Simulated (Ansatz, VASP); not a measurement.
Two plane-wave programs on SiB4C

The input INCAR:

```
SYSTEM = SiB4C
PREC = Accurate
ENCUT = 520
EDIFF = 1E-6
ISMEAR = 0
SIGMA = 0.1
LREAL = .False.
LASPH = .True.
NELM = 60
ALGO = Normal
ISIF = 2
LWAVE = .False.
LCHARG = .False.
GGA = PE
NBANDS = 19
```

KPOINTS

```
Automatic mesh
0
Gamma
  6 6 6
  0 0 0
```

File POSCAR:

```
SiB4C
1.0
    0.0000000000      3.0028182100      3.0028182100
    3.0028182100      0.0000000000      3.0028182100
    3.0028182100      3.0028182100      0.0000000000
Si B C
1 4 1
Direct
    0.0000000000      0.0000000000      0.0000000000
    0.8776099700      0.3741300100      0.3741300100
    0.3741300100      0.3741300100      0.3741300100
    0.3741300100      0.8776099700      0.3741300100
    0.3741300100      0.3741300100      0.8776099700
    0.7500000000      0.7500000000      0.7500000000
```

Input for Ansatz:

```yaml
crystal:
  lattice:
    - [0.0, 3.00281821, 3.00281821]
    - [3.00281821, 0.0, 3.00281821]
    - [3.00281821, 3.00281821, 0.0]
  atoms:
    - { symbol: Si, position: [0.0, 0.0, 0.0] }
    - { symbol: B, position: [0.87760997, 0.37413001, 0.37413001] }
    - { symbol: B, position: [0.37413001, 0.37413001, 0.37413001] }
    - { symbol: B, position: [0.37413001, 0.87760997, 0.37413001] }
    - { symbol: B, position: [0.37413001, 0.37413001, 0.87760997] }
    - { symbol: C, position: [0.75, 0.75, 0.75] }
basis:
  ecutwfc: 420
kpoints:
  mp_grid: { grid: [6, 6, 6] }
hamiltonian:
  xc: pbe
scf:
  occupations: { method: gaussian, width: 0.1 }
  lower_state_search: "off"
output:
  forces: true
  stress: true
  eigenvalues: true
```

Change from the starting cell: species swapped into the YbCdCu4 type (F-43m, No. 216).

Alike in both runs: task single point; functional PBE; k mesh 6 × 6 × 6; occupations gaussian, width 0.1 eV; no spin polarisation.

```csv
,VASP,Ansatz
version,VASP 6.6.1,Ansatz 0.2.0
potentials or method,"VASP PAW PBE potentials, release 64 (Si, B, C), cutoff 520 eV","scalar-relativistic, plane waves, PAW"
valence electrons in the cell,20,20
```

|  | VASP | Ansatz | Ansatz less VASP |
| --- | --- | --- | --- |
| gap on the k mesh at the Fermi level (eV) | none | none | - |
| pressure (GPa) | -27.3 | -27.3 | +0.02 |
| rms of the force components (eV/Å) | 0.043 | 0.043 | -0.0003 |

Atom by atom the forces differ by 0.000 eV/Å (rms over components). A gap of «none» marks a metal or a gap that the smearing closes.
